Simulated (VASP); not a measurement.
# Ni (P-1) in VASP: single point with PBEsol

Aim: the single point of Ni with PBEsol.

Program: VASP 6.6.1. These are calculated values, not measurements. Logs are shortened: lines on timing, memory, paths and dates and some standing lists are left out, and cuts for length are marked.

## (1) The cell of the first run

The typed cell holds 2 atoms: a = 2.755 Å, b = 2.755 Å, c = 2.755 Å, α = 90.00°, β = 90.00°, γ = 90.00°.

## (2) Single point, PBEsol, collinear spin, ferromagnetic start

INCAR reads:

```
SYSTEM = Ni
  ALGO = Normal
  EDIFF = 1E-6
  ENCUT = 520
  GGA = PS
  ISIF = 2
  ISMEAR = 0
  ISPIN = 2
  LASPH = .True.
  LCHARG = .False.
  LMAXMIX = 4
  LORBIT = 11
  LREAL = .False.
  LWAVE = .False.
  MAGMOM = 0.6 0.6
  NBANDS = 21
  NELM = 150
  PREC = Accurate
  SIGMA = 0.15
```

KPOINTS reads:

```
k-points
0
Gamma
  12 12 12
  0 0 0
```

POSCAR reads:

```
Ni
1.0
    0.0000000000     -2.7550755736      0.0000000000
   -2.7550755736      0.0000000000      0.0000000000
    0.0000000000      0.0000000000     -2.7550755736
Ni
2
Direct
    0.5061226453      0.4993475321      0.4812001162
   -0.0061226453      0.0006524679      0.0187998838
```

Potentials or basis: VASP PAW PBE potentials, release 64 (Ni).

Started as:

```bash
$ cat potpaw_PBE.64/Ni/POTCAR > POTCAR
$ mpirun -np 1 vasp_std > vasp.out
```

OUTCAR:

```text
SYSTEM = Ni
   EDIFF = 1E-6
   ENCUT = 520
   GGA = PS
   ISIF = 2
   ISMEAR = 0
   ISPIN = 2
   LASPH = .True.
   LORBIT = 11
   LREAL = .False.
   NELM = 150
   PREC = Accurate

 ion  position               nearest neighbor table
   1  0.506  0.499  0.481-   2 2.31   2 2.31   2 2.35   2 2.35   2 2.43   2 2.43   2 2.46   2 2.47

   2  0.994  0.001  0.019-   1 2.31   1 2.31   1 2.35   1 2.35   1 2.43   1 2.43   1 2.46   1 2.47

  LATTYP: Found a simple cubic cell.
 ALAT       =     2.7550755736

  Lattice vectors:

 A1 = (   0.0000000000,  -2.7550755736,   0.0000000000)
 A2 = (  -2.7550755736,   0.0000000000,   0.0000000000)
 A3 = (   0.0000000000,   0.0000000000,  -2.7550755736)

Analysis of symmetry for initial positions (statically):
=====================================================================
 Subroutine PRICEL returns:
 Original cell was already a primitive cell.

 Routine SETGRP: Setting up the symmetry group for a
 simple cubic supercell.

 Subroutine GETGRP returns: Found  2 space group operations
 (whereof  1 operations were pure point group operations)
 out of a pool of 48 trial point group operations.

The static configuration has the point symmetry C_1 .
 The point group associated with its full space group is S_2 .

Analysis of symmetry for dynamics (positions and initial velocities):
=====================================================================
 Subroutine PRICEL returns:
 Original cell was already a primitive cell.

 Routine SETGRP: Setting up the symmetry group for a
 simple cubic supercell.

 Subroutine GETGRP returns: Found  2 space group operations
 (whereof  1 operations were pure point group operations)
 out of a pool of 48 trial point group operations.

The dynamic configuration has the point symmetry C_1 .
 The point group associated with its full space group is S_2 .

Analysis of structural, dynamic, and magnetic symmetry:
=====================================================================
 Subroutine PRICEL returns:
 Original cell was already a primitive cell.

 Routine SETGRP: Setting up the symmetry group for a
 simple cubic supercell.

 Subroutine GETGRP returns: Found  2 space group operations
 (whereof  1 operations were pure point group operations)
 out of a pool of 48 trial point group operations.

The overall configuration has the point symmetry C_1 .
 The point group associated with its full space group is S_2 .

 Subroutine INISYM returns: Found  2 space group operations
 (whereof  1 operations are pure point group operations),
 and found     1 'primitive' translations

----------------------------------------------------------------------------------------

                                     Primitive cell

  volume of cell :      20.9122

  direct lattice vectors                    reciprocal lattice vectors
     0.000000000 -2.755075574  0.000000000     0.000000000 -0.362966450  0.000000000
    -2.755075574  0.000000000  0.000000000    -0.362966450  0.000000000  0.000000000
     0.000000000  0.000000000 -2.755075574     0.000000000  0.000000000 -0.362966450

  length of vectors
     2.755075574  2.755075574  2.755075574     0.362966450  0.362966450  0.362966450

  position of ions in fractional coordinates (direct lattice)
     0.506122645  0.499347532  0.481200116
     0.993877355  0.000652468  0.018799884

  ion indices of the primitive-cell ions
   primitive index   ion index
                 1           1
                 2           2

----------------------------------------------------------------------------------------

 KPOINTS: k-points

Automatic generation of k-mesh.
 Grid dimensions read from file:
 generate k-points for:   12   12   12

 Generating k-lattice:

  Cartesian coordinates                     Fractional coordinates (reciprocal lattice)
     0.000000000 -0.030247204  0.000000000     0.083333333  0.000000000  0.000000000
    -0.030247204  0.000000000  0.000000000     0.000000000  0.083333333  0.000000000
     0.000000000  0.000000000 -0.030247204     0.000000000  0.000000000  0.083333333

  Length of vectors
     0.030247204  0.030247204  0.030247204

  Shift w.r.t. Gamma in fractional coordinates (k-lattice)
     0.000000000  0.000000000  0.000000000

 Subroutine IBZKPT returns following result:
 ===========================================

 Found    868 irreducible k-points:

 Following reciprocal coordinates:
            Coordinates               Weight
  0.000000  0.000000  0.000000      1.000000
  0.083333  0.000000  0.000000      2.000000
  0.000000  0.083333  0.000000      2.000000
  0.000000  0.000000  0.083333      2.000000
  0.166667  0.000000  0.000000      2.000000
  0.000000  0.166667  0.000000      2.000000
[... 16 lines left out ...]
 -0.083333  0.083333  0.000000      2.000000
 -0.083333  0.000000  0.083333      2.000000
 [... further k-points ...]
   k-points           NKPTS =    868   k-points in BZ     NKDIM =    868   number of bands    NBANDS=     21
   number of dos      NEDOS =    301   number of ions     NIONS =      2
   total plane-waves  NPLWV =   8000
   dimension x,y,z NGX =    20 NGY =   20 NGZ =   20
   dimension x,y,z NGXF=    40 NGYF=   40 NGZF=   40
   ions per type =               2
   NGX,Y,Z   is equivalent  to a cutoff of  12.07, 12.07, 12.07 a.u.
   NGXF,Y,Z  is equivalent  to a cutoff of  24.14, 24.14, 24.14 a.u.
 SYSTEM =  Ni
   PREC   = accura    normal or accurate (medium, high low for compatibility)
   ISTART =      0    job   : 0-new  1-cont  2-samecut
   ICHARG =      2    charge: 1-file 2-atom 10-const
   ISPIN  =      2    spin polarized calculation?
   LNONCOLLINEAR =      F non collinear calculations
   LSORBIT =      F    spin-orbit coupling
   LASPH  =      T    aspherical Exc in radial PAW
   ENCUT  =  520.0 eV  38.22 Ry    6.18 a.u.   5.12  5.12  5.12*2*pi/ulx,y,z
   NELM   =    150;   NELMIN=  2; NELMDL= -5     # of ELM steps
   EDIFF  = 0.1E-05   stopping-criterion for ELM
   LREAL  =      F    real-space projection
   EDIFFG = 0.1E-04   stopping-criterion for IOM
   NSW    =      0    number of steps for IOM
   IBRION =     -1    ionic relax: 0-MD 1-quasi-New 2-CG
   NFREE  =      0    steps in history (QN), initial steepest desc. (CG)
   ISIF   =      2    stress and relaxation
   ISYM   =      2    0-nonsym 1-usesym 2-fastsym
   POTIM  = 0.5000    time-step for ionic-motion
   TEBEG  =    0.0;   TEEND  =   0.0 temperature during run
   PSTRESS=    0.0 pullay stress
   NELECT =      20.0000    total number of electrons
   NUPDOWN=      -1.0000    fix difference up-down
   EMIN   =  10.00;   EMAX   =-10.00  energy-range for DOS
   EFERMI =   0.00;   METHOD = LEGACY
   ISMEAR =     0;   SIGMA  =   0.15  broadening in eV -4-tet -1-fermi 0-gaus
   EFERMI_NEDOS =   21; number of points for ismear=-14 and -15
   IALGO  =     38    algorithm
   IMIX   =      4    mixing-type and parameters
     AMIX     =   0.40;   BMIX     =  1.00
     AMIX_MAG =   1.60;   BMIX_MAG =  1.00
  volume/ion in A,a.u.               =      10.46        70.56
  Fermi-wavevector in a.u.,A,eV,Ry     =   1.612939  3.048013 35.396545  2.601573
  Thomas-Fermi vector in A             =   2.708089
   LORBIT       =     11    0 simple, 1 ext, 2 COOP (PROOUT), +10 PAW based schemes
   GGA     = PS    functional components
   LHFCALC =     F    Hartree Fock is set to
   AEXX    =    0.0000 exact exchange contribution
   IVDW    =     0    specifies the selected vdW correction
   LEPSILON=     F    determine dielectric tensor
   LRPA    =     F    only Hartree local field effects (RPA)
 spin polarized calculation
 Gauss-broadening in eV      SIGMA  =   0.15
  energy-cutoff  :      520.00
  volume of cell :       20.91
 maximum number of plane-waves:       587
   NGX = 11   NGY = 11   NGZ = 11

 number of electron      20.0000020 magnetization       1.0017935

 Free energy of the ion-electron system (eV)
  ---------------------------------------------------
  ext. energy  EPLUGINS =         0.00000000
  ---------------------------------------------------
  free energy    TOTEN  =       -12.04073878 eV

  energy without entropy =      -12.00557910  energy(sigma->0) =      -12.02315894

 E-fermi :   9.6340     XC(G=0): -13.6632

 val. band max:        9.6337746571   @ k =  -0.2500   0.4167   0.0000
 cond. band min:       9.6342051182   @ k =   0.1667   0.3333   0.1667
 fundamental gap:      0.0004304611
 Fermi energy:         9.6339944830

 spin component 1

 k-point     1 :       0.0000    0.0000    0.0000
  band No.  band energies     occupation
      1       0.4249      1.00000
      2       5.2029      1.00000
      3       5.2491      1.00000
      4       7.2199      1.00000
      5       7.2891      1.00000
      6       7.2920      1.00000
[... 13 lines left out ...]
     20      36.5659      0.00000
     21      41.5619      0.00000
[... 529 lines left out ...]
 k-point    24 :      -0.0833    0.0000    0.0833
  band No.  band energies     occupation
      1       0.7201      1.00000
      2       5.3114      1.00000
      3       5.3553      1.00000
      4       7.2037      1.00000
      5       7.2885      1.00000
      6       7.3657      1.00000
[... 13 lines left out ...]
     20      36.1683      0.00000
     21      39.9406      0.00000

 [... further k-points ...]

 spin component 2

 k-point     1 :       0.0000    0.0000    0.0000
  band No.  band energies     occupation
      1       0.4278      1.00000
      2       5.5045      1.00000
      3       5.5565      1.00000
      4       7.8135      1.00000
      5       7.8785      1.00000
      6       7.8813      1.00000
[... 13 lines left out ...]
     20      36.5012      0.00000
     21      41.5294      0.00000
[... 529 lines left out ...]
 k-point    24 :      -0.0833    0.0000    0.0833
  band No.  band energies     occupation
      1       0.7234      1.00000
      2       5.6145      1.00000
      3       5.6619      1.00000
      4       7.7904      1.00000
      5       7.8740      1.00000
      6       7.9613      1.00000
[... 13 lines left out ...]
     20      36.1366      0.00000
     21      40.0985      0.00000

 [... further k-points ...]

------------------------ aborting loop because EDIFF is reached ----------------------------------------

  FORCE on cell =-STRESS in cart. coord.  units (eV):
  Direction    XX          YY          ZZ          XY          YZ          ZX
  --------------------------------------------------------------------------------------
  -------------------------------------------------------------------------------------
  Total        0.1980617      0.1885513      0.1010200     -0.0037758     -0.1046377      0.0111725
  in kB       15.1743690     14.4457333      7.7395782     -0.2892825     -8.0167448      0.8559730
  external PRESSURE =      12.4532268 kB  Pullay stress =       0.0000000 kB

 VOLUME and BASIS-vectors are now :
 -----------------------------------------------------------------------------
  energy-cutoff  :      520.00
  volume of cell :       20.91
      direct lattice vectors                 reciprocal lattice vectors
     0.000000000 -2.755075574  0.000000000     0.000000000 -0.362966450  0.000000000
    -2.755075574  0.000000000  0.000000000    -0.362966450  0.000000000  0.000000000
     0.000000000  0.000000000 -2.755075574     0.000000000  0.000000000 -0.362966450

 POSITION                                       TOTAL-FORCE (eV/Angst)
 -----------------------------------------------------------------------------------
     -1.37574     -1.39441     -1.32574        -0.029766      0.278023     -0.823381
     -0.00180     -2.73821     -0.05180         0.029766     -0.278023      0.823381
 -----------------------------------------------------------------------------------
    total drift:                                0.000000     -0.000000      0.000000

  FREE ENERGIE OF THE ION-ELECTRON SYSTEM (eV)
  ---------------------------------------------------
  free  energy   TOTEN  =       -12.0407387810 eV

  energy  without entropy=      -12.0055790965  energy(sigma->0) =      -12.02315894

 total charge

# of ion       s       p       d       tot
------------------------------------------
    1        0.514   0.531   8.355   9.400
    2        0.514   0.531   8.355   9.400
--------------------------------------------------
tot          1.027   1.062  16.711  18.800

 magnetization (x)

# of ion       s       p       d       tot
------------------------------------------
    1       -0.004  -0.016   0.525   0.504
    2       -0.004  -0.016   0.525   0.504
--------------------------------------------------
tot         -0.009  -0.032   1.050   1.009
```

It took 7.7 min on 1 thread of Oxide Virtual Turin-like, shared host; peak memory 0.53 GiB.

What came out:

```yaml
Free_energy: -12.0407 eV
Pressure: 1.2 GPa
Largest_force: 0.870 eV/Å
Net_moment: 1.00 μB per cell
Site_moments: Ni +0.50 μB
Valence_electrons_inside_the_program's_atomic_spheres: Ni 9.40
```

Forces in eV/Å, atoms in the order of the input:
```
Ni  -0.030  0.278 -0.823
Ni   0.030 -0.278  0.823
```

Stress tensor (GPa, compression positive):
```
 1.52 -0.03  0.09
-0.03  1.44 -0.80
 0.09 -0.80  0.77
```

Levels at points of the mesh, in eV from the Fermi level:
Spin up:
| k point | band 9 | band 10 | band 11 | band 12 | band 13 | band 14 |
| --- | --- | --- | --- | --- | --- | --- |
| (0.00, 0.00, 0.00) | -0.24 | -0.23 | -0.19 | 9.98 | 9.99 | 10.08 |
| (0.50, 0.00, 0.00) | -1.28 | -1.12 | 0.06 | 0.22 | 16.96 | 17.16 |
| (0.00, 0.50, 0.00) | -1.20 | -1.18 | 0.13 | 0.15 | 17.05 | 17.07 |
| (0.00, 0.00, 0.50) | -1.57 | -1.02 | -0.10 | 0.40 | 16.95 | 16.98 |
| (0.50, 0.50, 0.00) | -0.01 | -0.01 | 0.19 | 0.19 | 6.79 | 6.79 |
| (0.00, 0.50, 0.50) | 0.03 | 0.03 | 0.23 | 0.23 | 6.76 | 6.76 |
| (0.50, 0.00, 0.50) | 0.03 | 0.03 | 0.20 | 0.27 | 6.74 | 6.78 |
| (0.50, 0.50, 0.50) | -0.68 | -0.68 | 7.94 | 7.95 | 8.36 | 8.38 |
Spin down:
| k point | band 8 | band 9 | band 10 | band 11 | band 12 | band 13 |
| --- | --- | --- | --- | --- | --- | --- |
| (0.00, 0.00, 0.00) | -0.40 | 0.43 | 0.43 | 0.49 | 10.02 | 10.03 |
| (0.50, 0.00, 0.00) | -1.27 | -0.65 | -0.49 | 0.45 | 0.62 | 17.08 |
| (0.00, 0.50, 0.00) | -1.26 | -0.57 | -0.55 | 0.52 | 0.54 | 17.17 |
| (0.00, 0.00, 0.50) | -1.37 | -0.95 | -0.38 | 0.29 | 0.80 | 17.08 |
| (0.50, 0.50, 0.00) | -0.25 | 0.18 | 0.18 | 0.66 | 0.66 | 7.10 |
| (0.00, 0.50, 0.50) | -0.24 | 0.24 | 0.25 | 0.71 | 0.71 | 7.08 |
| (0.50, 0.00, 0.50) | -0.23 | 0.21 | 0.30 | 0.71 | 0.72 | 7.06 |
| (0.50, 0.50, 0.50) | -0.21 | -0.21 | -0.21 | 8.14 | 8.15 | 8.56 |

Caveat: the PAW data sets were made with another functional, which shifts forces and pressure a little.
